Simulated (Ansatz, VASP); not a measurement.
## TePb in VASP and in Ansatz

```
Te Pb
1.0
     0.00000    3.23100    3.23100
     3.23100    0.00000    3.23100
     3.23100    3.23100    0.00000
Te Pb
1 1
Direct
  0.50000 0.50000 0.50000
  0.00000 0.00000 0.00000
```

Alike in both runs: task single point; functional PBE; k mesh 4 × 4 × 4; no spin polarisation.

|  | VASP | Ansatz |
| --- | --- | --- |
| version | VASP 6.6.1 | Ansatz 0.2.0 |
| potentials or method | VASP PAW PBE potentials, release 64 (Te, Pb_d) | plane waves, PAW |
| plane-wave cutoff (eV) | 520 | 420 |
| occupations | gaussian, width 0.01 eV | fixed |
| valence electrons in the cell | 20 | 30 |

```tsv
	VASP	Ansatz	Ansatz less VASP
pressure (GPa)	2.1	2.1	+0.06
```

VASP's potentials hold 20 valence electrons a cell and Ansatz's 30, so a difference there can come from the potentials and not from the codes. Ansatz's warnings: stress scf threshold loose.

The k mesh is coarse, so the values compare programs but aren't converged. Spin-orbit coupling is off throughout.
